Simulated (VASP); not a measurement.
# FeO (R-3m) in VASP: a series of runs

FeO is run at these levels: PBE+U; tasks: single point.

Everything below comes from runs of VASP 6.6.1. Logs are shortened: lines on timing, memory, paths and dates and some standing lists are left out, and cuts for length are marked.

**1. The cell of the first run**

The structure is trigonal, space group R-3m (No. 166). Conventional cell: a = 3.148 Å, b = 3.148 Å, c = 7.381 Å, α = 90.00°, β = 90.00°, γ = 120.00°. Fe (site symmetry -3m) has 6 O at 2.19 Å within 2.9 Å. O (site symmetry -3m) has 6 Fe at 2.19 Å within 2.9 Å.

**2. Single point, PBE+U, collinear spin, ferromagnetic start**

INCAR reads:

```
SYSTEM = FeO
ALGO     = Normal         ! electronic algorithm
EDIFF    = 1E-6           ! SCF threshold, eV
ENCUT    = 520            ! plane-wave cutoff, eV
GGA      = PE             ! functional
ISIF     = 2              ! what is computed and relaxed
ISMEAR   = -1             ! smearing method
ISPIN    = 2              ! spin polarisation
LASPH    = .TRUE.         ! aspherical terms in the spheres
LCHARG   = .FALSE.        ! write CHGCAR
LDAU     = .TRUE.         ! DFT+U
LDAUJ    = 0 0          
LDAUL    = 2 -1           ! shell
LDAUPRINT= 1            
LDAUTYPE = 2            
LDAUU    = 3 0            ! U, eV
LMAXMIX  = 4              ! l up to which the mixer works
LORBIT   = 11             ! projections on sites
LREAL    = .FALSE.        ! projectors in reciprocal space
LWAVE    = .FALSE.        ! write WAVECAR
MAGMOM   = 3 0            ! initial moments
NBANDS   = 18             ! bands
NELM     = 150            ! most SCF steps
PREC     = Accurate       ! precision mode
SIGMA    = 0.05           ! smearing width, eV
```

KPOINTS reads:

```
k-points
0
G
  11 11 11
  0 0 0
```

POSCAR reads:

```
FeO
1.0
   -0.0635927266      2.1624757400      2.1624757400
    2.1624757400     -0.0635927266      2.1624757400
    2.1624757400      2.1624757400     -0.0635927266
Fe O
1 1
Direct
    0.0000000000      0.0000000000      0.0000000000
    0.5000000000      0.5000000000      0.5000000000
```

Potentials or basis: VASP PAW PBE potentials, release 64 (Fe, O).

Started as:

```console
$ cat potpaw_PBE.64/Fe/POTCAR potpaw_PBE.64/O/POTCAR > POTCAR
$ mpirun -np 1 vasp_std > vasp.out
```

OUTCAR:

```text
SYSTEM = FeO
   EDIFF = 1E-6
   ENCUT = 520
   GGA = PE
   ISIF = 2
   ISMEAR = -1
   ISPIN = 2
   LASPH = .TRUE.
   LORBIT = 11
   LREAL = .FALSE.
   NELM = 150
   PREC = Accurate

 ion  position               nearest neighbor table
   1  0.000  0.000  0.000-   2 2.19   2 2.19   2 2.19   2 2.19   2 2.19   2 2.19
   2  0.500  0.500  0.500-   1 2.19   1 2.19   1 2.19   1 2.19   1 2.19   1 2.19

  LATTYP: Found a trigonal (rhomboedric) cell.
 ALAT       =     3.0588636267
 COS(alpha) =     0.4703892341

  Lattice vectors:

 A1 = (  -0.0635927266,   2.1624757400,   2.1624757400)
 A2 = (   2.1624757400,  -0.0635927266,   2.1624757400)
 A3 = (   2.1624757400,   2.1624757400,  -0.0635927266)

Analysis of symmetry for initial positions (statically):
=====================================================================
 Subroutine PRICEL returns:
 Original cell was already a primitive cell.

 Routine SETGRP: Setting up the symmetry group for a
 trigonal (rhombohedral) supercell.

 Subroutine GETGRP returns: Found 12 space group operations
 (whereof 12 operations were pure point group operations)
 out of a pool of 12 trial point group operations.

The static configuration has the point symmetry D_3d.

Analysis of symmetry for dynamics (positions and initial velocities):
=====================================================================
 Subroutine PRICEL returns:
 Original cell was already a primitive cell.

 Routine SETGRP: Setting up the symmetry group for a
 trigonal (rhombohedral) supercell.

 Subroutine GETGRP returns: Found 12 space group operations
 (whereof 12 operations were pure point group operations)
 out of a pool of 12 trial point group operations.

The dynamic configuration has the point symmetry D_3d.

Analysis of structural, dynamic, and magnetic symmetry:
=====================================================================
 Subroutine PRICEL returns:
 Original cell was already a primitive cell.

 Routine SETGRP: Setting up the symmetry group for a
 trigonal (rhombohedral) supercell.

 Subroutine GETGRP returns: Found 12 space group operations
 (whereof 12 operations were pure point group operations)
 out of a pool of 12 trial point group operations.

The overall configuration has the point symmetry D_3d.

 Subroutine INISYM returns: Found 12 space group operations
 (whereof 12 operations are pure point group operations),
 and found     1 'primitive' translations

----------------------------------------------------------------------------------------

                                     Primitive cell

  volume of cell :      21.1167

  direct lattice vectors                    reciprocal lattice vectors
    -0.063592727  2.162475740  2.162475740    -0.221259342  0.227963139  0.227963139
     2.162475740 -0.063592727  2.162475740     0.227963139 -0.221259342  0.227963139
     2.162475740  2.162475740 -0.063592727     0.227963139  0.227963139 -0.221259342

  length of vectors
     3.058863627  3.058863627  3.058863627     0.391011614  0.391011614  0.391011614

  position of ions in fractional coordinates (direct lattice)
     0.000000000  0.000000000  0.000000000
     0.500000000  0.500000000  0.500000000

  ion indices of the primitive-cell ions
   primitive index   ion index
                 1           1
                 2           2

----------------------------------------------------------------------------------------

 KPOINTS: k-points

Automatic generation of k-mesh.
 Grid dimensions read from file:
 generate k-points for:   11   11   11

 Generating k-lattice:

  Cartesian coordinates                     Fractional coordinates (reciprocal lattice)
    -0.020114486  0.020723922  0.020723922     0.090909091  0.000000000  0.000000000
[... 62 lines left out ...]
   NSW    =      0    number of steps for IOM
   IBRION =     -1    ionic relax: 0-MD 1-quasi-New 2-CG
   NFREE  =      0    steps in history (QN), initial steepest desc. (CG)
   ISIF   =      2    stress and relaxation
   ISYM   =      2    0-nonsym 1-usesym 2-fastsym
   POTIM  = 0.5000    time-step for ionic-motion
   TEBEG  =    0.0;   TEEND  =   0.0 temperature during run
   PSTRESS=    0.0 pullay stress
   NELECT =      14.0000    total number of electrons
   NUPDOWN=      -1.0000    fix difference up-down
   EMIN   =  10.00;   EMAX   =-10.00  energy-range for DOS
   EFERMI =   0.00;   METHOD = LEGACY
   ISMEAR =    -1;   SIGMA  =   0.05  broadening in eV -4-tet -1-fermi 0-gaus
   EFERMI_NEDOS =   21; number of points for ismear=-14 and -15
   IALGO  =     38    algorithm
   IMIX   =      4    mixing-type and parameters
     AMIX     =   0.40;   BMIX     =  1.00
     AMIX_MAG =   1.60;   BMIX_MAG =  1.00
  volume/ion in A,a.u.               =      10.56        71.25
  Fermi-wavevector in a.u.,A,eV,Ry     =   1.427499  2.697582 27.725316  2.037753
  Thomas-Fermi vector in A             =   2.547662
   LORBIT       =     11    0 simple, 1 ext, 2 COOP (PROOUT), +10 PAW based schemes
 LDA+U is selected, type is set to LDAUTYPE =  2
   angular momentum for each species LDAUL =     2   -1
   U (eV)           for each species LDAUU =   3.0  0.0
   J (eV)           for each species LDAUJ =   0.0  0.0
   GGA     = PE    functional components
   LHFCALC =     F    Hartree Fock is set to
   AEXX    =    0.0000 exact exchange contribution
   IVDW    =     0    specifies the selected vdW correction
   LEPSILON=     F    determine dielectric tensor
   LRPA    =     F    only Hartree local field effects (RPA)
 spin polarized calculation
  energy-cutoff  :      520.00
  volume of cell :       21.12
 maximum number of plane-waves:       579
   NGX = 11   NGY = 11   NGZ = 11

atom =   1  type =  1  l = 2

 onsite density matrix

spin component  1

  0.9623 -0.0002  0.0009 -0.0002  0.0000
 -0.0002  0.9623 -0.0005 -0.0002  0.0008
  0.0009 -0.0005  1.0024 -0.0005  0.0000
 -0.0002 -0.0002 -0.0005  0.9623 -0.0008
  0.0000  0.0008  0.0000 -0.0008  1.0024

spin component  2

  0.3140  0.0004 -0.0091  0.0004 -0.0000
  0.0004  0.3140  0.0046  0.0004 -0.0079
 -0.0091  0.0046  0.1120  0.0046  0.0000
  0.0004  0.0004  0.0046  0.3140  0.0079
 -0.0000 -0.0079  0.0000  0.0079  0.1120

 occupancies and eigenvectors

  o =  0.1114  v =  0.0000  0.0000  0.0000  0.0000  0.0000 -0.0444  0.0287 -0.9844  0.0157  0.1670      0.0000  0.0000  0.0000  0.0000  0.0000  0.0000  0.0000  0.0000  0.0000  0.0000
  o =  0.1114  v =  0.0000  0.0000  0.0000  0.0000  0.0000  0.0075  0.0347  0.1670 -0.0423  0.9844      0.0000  0.0000  0.0000  0.0000  0.0000  0.0000  0.0000  0.0000  0.0000  0.0000
  o =  0.3142  v =  0.0000  0.0000  0.0000  0.0000  0.0000 -0.2154 -0.5732  0.0146  0.7886  0.0532      0.0000  0.0000  0.0000  0.0000  0.0000  0.0000  0.0000  0.0000  0.0000  0.0000
  o =  0.3142  v =  0.0000  0.0000  0.0000  0.0000  0.0000 -0.7863  0.5797  0.0532  0.2066 -0.0146      0.0000  0.0000  0.0000  0.0000  0.0000  0.0000  0.0000  0.0000  0.0000  0.0000
  o =  0.3148  v =  0.0000  0.0000  0.0000  0.0000  0.0000 -0.5774 -0.5774  0.0000 -0.5774  0.0000      0.0000  0.0000  0.0000  0.0000  0.0000  0.0000  0.0000  0.0000  0.0000  0.0000
  o =  0.9618  v =  0.5774  0.5774 -0.0000  0.5774 -0.0000  0.0000  0.0000  0.0000  0.0000  0.0000      0.0000  0.0000  0.0000  0.0000  0.0000  0.0000  0.0000  0.0000  0.0000  0.0000
  o =  0.9625  v = -0.6468  0.7545  0.0225 -0.1077 -0.0173  0.0000  0.0000  0.0000  0.0000  0.0000      0.0000  0.0000  0.0000  0.0000  0.0000  0.0000  0.0000  0.0000  0.0000  0.0000
  o =  0.9625  v = -0.4978 -0.3112  0.0173  0.8090  0.0225  0.0000  0.0000  0.0000  0.0000  0.0000      0.0000  0.0000  0.0000  0.0000  0.0000  0.0000  0.0000  0.0000  0.0000  0.0000
  o =  1.0024  v =  0.0000  0.0200 -0.0000 -0.0200  0.9996  0.0000  0.0000  0.0000  0.0000  0.0000      0.0000  0.0000  0.0000  0.0000  0.0000  0.0000  0.0000  0.0000  0.0000  0.0000
  o =  1.0024  v =  0.0231 -0.0116  0.9996 -0.0116  0.0000  0.0000  0.0000  0.0000  0.0000  0.0000      0.0000  0.0000  0.0000  0.0000  0.0000  0.0000  0.0000  0.0000  0.0000  0.0000

 number of electron      13.9999996 magnetization       4.0026754

 Free energy of the ion-electron system (eV)
  ---------------------------------------------------
  ext. energy  EPLUGINS =         0.00000000
  ---------------------------------------------------
  free energy    TOTEN  =       -13.38809364 eV

  energy without entropy =      -13.37615936  energy(sigma->0) =      -13.38212650

 E-fermi :   5.9965     XC(G=0): -11.8657

 val. band max:        5.9955700202   @ k =  -0.0909   0.1818   0.0909
 cond. band min:       6.0053343604   @ k =  -0.4545   0.1818   0.0909
 fundamental gap:      0.0097643402
 Fermi energy:         5.9965165855

 spin component 1

 k-point     1 :       0.0000    0.0000    0.0000
  band No.  band energies     occupation
      1     -14.4857      1.00000
      2       0.2367      1.00000
      3       0.2367      1.00000
      4       0.2997      1.00000
      5       0.2997      1.00000
      6       0.4006      1.00000
[... 1001 lines left out ...]
     17      31.4474      0.00000
     18      34.0613      0.00000

 [... further k-points ...]

------------------------ aborting loop because EDIFF is reached ----------------------------------------

  FORCE on cell =-STRESS in cart. coord.  units (eV):
  Direction    XX          YY          ZZ          XY          YZ          ZX
  --------------------------------------------------------------------------------------
  -------------------------------------------------------------------------------------
  Total       -1.1653839     -1.1653839     -1.1653839      0.1577816      0.1577816      0.1577816
  in kB      -88.4208015    -88.4208015    -88.4208015     11.9713123     11.9713123     11.9713123
  external PRESSURE =     -88.4208015 kB  Pullay stress =       0.0000000 kB

 VOLUME and BASIS-vectors are now :
 -----------------------------------------------------------------------------
  energy-cutoff  :      520.00
  volume of cell :       21.12
      direct lattice vectors                 reciprocal lattice vectors
    -0.063592727  2.162475740  2.162475740    -0.221259342  0.227963139  0.227963139
     2.162475740 -0.063592727  2.162475740     0.227963139 -0.221259342  0.227963139
     2.162475740  2.162475740 -0.063592727     0.227963139  0.227963139 -0.221259342

 POSITION                                       TOTAL-FORCE (eV/Angst)
 -----------------------------------------------------------------------------------
      0.00000      0.00000      0.00000        -0.000000     -0.000000     -0.000000
      2.13068      2.13068      2.13068         0.000000      0.000000      0.000000
 -----------------------------------------------------------------------------------
    total drift:                                0.000000     -0.000000      0.000000

  FREE ENERGIE OF THE ION-ELECTRON SYSTEM (eV)
  ---------------------------------------------------
  free  energy   TOTEN  =       -13.3880936385 eV

  energy  without entropy=      -13.3761593626  energy(sigma->0) =      -13.38212650

 total charge

# of ion       s       p       d       tot
------------------------------------------
    1        0.279   0.330   6.037   6.646
    2        1.554   3.426   0.000   4.980
--------------------------------------------------
tot          1.833   3.757   6.037  11.627

 magnetization (x)

# of ion       s       p       d       tot
------------------------------------------
    1        0.026   0.019   3.723   3.768
    2        0.022   0.198   0.000   0.221
--------------------------------------------------
tot          0.048   0.217   3.723   3.988
```

Run time: 42 s. Hardware: 1 thread of Intel Xeon 6975P-C (Granite Rapids), shared host; peak memory 0.2 GiB.

Results:

```yaml
Free_energy: -13.3881 eV
Pressure: -8.8 GPa
Band_gap_on_the_k_mesh: zero (filled and empty bands overlap)
Net_moment: 4.00 μB per cell
Site_moments: Fe +3.77; O +0.22 μB
Valence_electrons_inside_the_program's_atomic_spheres: Fe 6.65; O 4.98
```

Levels at points of the mesh, in eV from the Fermi level:
Spin up:
```csv
k point,band 5,band 6,band 7,band 8,band 9,band 10,band 11,band 12,band 13,band 14
"(0.00, 0.00, 0.00)",-5.70,-5.60,-3.86,-3.86,-3.61,-0.49,14.96,15.01,15.01,16.15
```
Spin down:
| k point | band 1 | band 2 | band 3 | band 4 | band 5 | band 6 | band 7 | band 8 | band 9 | band 10 |
| --- | --- | --- | --- | --- | --- | --- | --- | --- | --- | --- |
| (0.00, 0.00, 0.00) | -20.08 | -3.45 | -3.45 | -3.19 | -0.74 | -0.74 | -0.57 | 0.29 | 0.87 | 0.87 |

Eigenvalues of the final occupation matrices:
| site | spin | trace | eigenvalues |
| --- | --- | --- | --- |
| site 1 d | 1 | 4.89 | 0.96 0.96 0.96 1.00 1.00 |
| site 1 d | 2 | 1.17 | 0.11 0.11 0.31 0.31 0.31 |

Caveat: the cell stands under tension; a cell with one magnetic atom can't hold antiferromagnetic order, which such compounds often take.

**3. Single point, PBE+U, collinear spin, ferromagnetic start**

This run uses another cell than the first one, of 10.67 Å³/atom.

INCAR reads:

```
SYSTEM = FeO
ALGO     = Normal         ! electronic algorithm
EDIFF    = 1E-6           ! SCF threshold, eV
ENCUT    = 520            ! plane-wave cutoff, eV
GGA      = PE             ! functional
ISIF     = 2              ! what is computed and relaxed
ISMEAR   = -1             ! smearing method
ISPIN    = 2              ! spin polarisation
LASPH    = .True.         ! aspherical terms in the spheres
LCHARG   = .False.        ! write CHGCAR
LDAU     = .True.         ! DFT+U
LDAUJ    = 0 0          
LDAUL    = 2 -1           ! shell
LDAUPRINT= 1            
LDAUTYPE = 2            
LDAUU    = 4 0            ! U, eV
LMAXMIX  = 4              ! l up to which the mixer works
LORBIT   = 11             ! projections on sites
LREAL    = .False.        ! projectors in reciprocal space
LWAVE    = .False.        ! write WAVECAR
MAGMOM   = 3 0            ! initial moments
NBANDS   = 18             ! bands
NELM     = 150            ! most SCF steps
PREC     = Accurate       ! precision mode
SIGMA    = 0.05           ! smearing width, eV
```

KPOINTS reads:

```
k-points
0
Gamma
  11 11 11
  0 0 0
```

POSCAR reads:

```
FeO
1.0
   -0.0624719093      2.1708176774      2.1708176774
    2.1708176774     -0.0624719093      2.1708176774
    2.1708176774      2.1708176774     -0.0624719093
Fe O
1 1
Direct
    0.0000000000      0.0000000000      0.0000000000
    0.5000000000      0.5000000000      0.5000000000
```

Potentials or basis: VASP PAW PBE potentials, release 64 (Fe, O).

Started as:

```console
$ cat potpaw_PBE.64/Fe/POTCAR potpaw_PBE.64/O/POTCAR > POTCAR
$ mpirun -np 1 vasp_std > vasp.out
```

OUTCAR:

```text
SYSTEM = FeO
   EDIFF = 1E-6
   ENCUT = 520
   GGA = PE
   ISIF = 2
   ISMEAR = -1
   ISPIN = 2
   LASPH = .True.
   LORBIT = 11
   LREAL = .False.
   NELM = 150
   PREC = Accurate

 ion  position               nearest neighbor table
   1  0.000  0.000  0.000-   2 2.20   2 2.20   2 2.20   2 2.20   2 2.20   2 2.20
   2  0.500  0.500  0.500-   1 2.20   1 2.20   1 2.20   1 2.20   1 2.20   1 2.20

  LATTYP: Found a trigonal (rhomboedric) cell.
 ALAT       =     3.0706353604
 COS(alpha) =     0.4710268989

  Lattice vectors:

 A1 = (  -0.0624719093,   2.1708176774,   2.1708176774)
 A2 = (   2.1708176774,  -0.0624719093,   2.1708176774)
 A3 = (   2.1708176774,   2.1708176774,  -0.0624719093)

[... 1258 lines left out ...]
 -----------------------------------------------------------------------------
  energy-cutoff  :      520.00
  volume of cell :       21.34
      direct lattice vectors                 reciprocal lattice vectors
    -0.062471909  2.170817677  2.170817677    -0.220616465  0.227153500  0.227153500
     2.170817677 -0.062471909  2.170817677     0.227153500 -0.220616465  0.227153500
     2.170817677  2.170817677 -0.062471909     0.227153500  0.227153500 -0.220616465

 POSITION                                       TOTAL-FORCE (eV/Angst)
 -----------------------------------------------------------------------------------
      0.00000      0.00000      0.00000         0.000000      0.000000     -0.000000
      2.13958      2.13958      2.13958        -0.000000     -0.000000      0.000000
 -----------------------------------------------------------------------------------
    total drift:                                0.000000     -0.000000      0.000000

  FREE ENERGIE OF THE ION-ELECTRON SYSTEM (eV)
  ---------------------------------------------------
  free  energy   TOTEN  =       -12.9106220003 eV

  energy  without entropy=      -12.8985039884  energy(sigma->0) =      -12.90456299

 total charge

# of ion       s       p       d       tot
------------------------------------------
    1        0.279   0.326   6.027   6.632
    2        1.554   3.425   0.000   4.979
--------------------------------------------------
tot          1.833   3.751   6.027  11.611

 magnetization (x)

# of ion       s       p       d       tot
------------------------------------------
    1        0.027   0.019   3.772   3.818
    2        0.021   0.177   0.000   0.197
--------------------------------------------------
tot          0.048   0.195   3.772   4.016
```

OSZICAR:

```text
N       E                     dE             d eps       ncg     rms          rms(c)
DAV:   1     0.730764384312E+02    0.73076E+02   -0.67329E+03 11274   0.888E+02
DAV:   2    -0.100141595157E+02   -0.83091E+02   -0.70134E+02 10888   0.202E+02
DAV:   3    -0.149079035995E+02   -0.48937E+01   -0.48296E+01 12212   0.538E+01
DAV:   4    -0.149429408456E+02   -0.35037E-01   -0.35023E-01 12488   0.437E+00
[... 11 lines left out ...]
DAV:  16    -0.129106126842E+02    0.21520E-03   -0.16111E-03 13842   0.121E-01    0.237E-02
DAV:  17    -0.129106160757E+02   -0.33916E-05   -0.26854E-04 13852   0.494E-02    0.663E-03
DAV:  18    -0.129106225302E+02   -0.64545E-05   -0.21423E-06 10968   0.152E-02    0.463E-03
DAV:  19    -0.129106219423E+02    0.58793E-06   -0.14491E-05  7444   0.123E-02    0.168E-03
DAV:  20    -0.129106220003E+02   -0.58018E-07   -0.24732E-07  5698   0.338E-03
   1 F= -.12910622E+02 E0= -.12904563E+02  d E =-.121180E-01  mag=     4.0099
```

stdout:

```text
POSCAR found type information on POSCAR FeO
 POSCAR found :  2 types and       2 ions
 scaLAPACK will be used
 LDA part: xc-table for (Slater+PW92), standard interpolation
 POSCAR, INCAR and KPOINTS ok, starting setup
 FFT: planning ... GRIDC
 FFT: planning ... GRID_SOFT
 FFT: planning ... GRID
 WAVECAR not read
 entering main loop
```

Run time: 47 s. Hardware: 1 thread of Intel Xeon 6975P-C (Granite Rapids), shared host; peak memory 0.21 GiB.

What came out:

| Quantity | Value |
| --- | --- |
| Free energy | -12.9106 eV |
| Pressure | -10.3 GPa |
| Band gap on the k mesh | zero (filled and empty bands overlap) |
| Net moment | 4.01 μB per cell |
| Site moments | Fe +3.82; O +0.20 μB |
| Valence electrons inside the program's atomic spheres | Fe 6.63; O 4.98 |

Levels at points of the mesh, in eV from the Fermi level:
Spin up:
```tsv
k point	band 7	band 8	band 9	band 10	band 11	band 12
(0.00, 0.00, 0.00)	-3.88	-3.88	-3.64	-0.65	14.48	14.48
```
Spin down:
| k point | band 1 | band 2 | band 3 | band 4 | band 5 | band 6 | band 7 | band 8 | band 9 | band 10 |
| --- | --- | --- | --- | --- | --- | --- | --- | --- | --- | --- |
| (0.00, 0.00, 0.00) | -20.11 | -3.52 | -3.52 | -3.27 | -0.72 | -0.71 | -0.57 | 0.13 | 1.11 | 1.11 |

Eigenvalues of the final occupation matrices:
```
    site  spin  trace               eigenvalues
site 1 d     1   4.91  0.97 0.97 0.97 1.01 1.01
site 1 d     2   1.14  0.10 0.10 0.31 0.31 0.31
```

Caveat: the cell stands under tension; a cell with one magnetic atom can't hold antiferromagnetic order, which such compounds often take. The state reached can hang on the start; a lower one may exist.
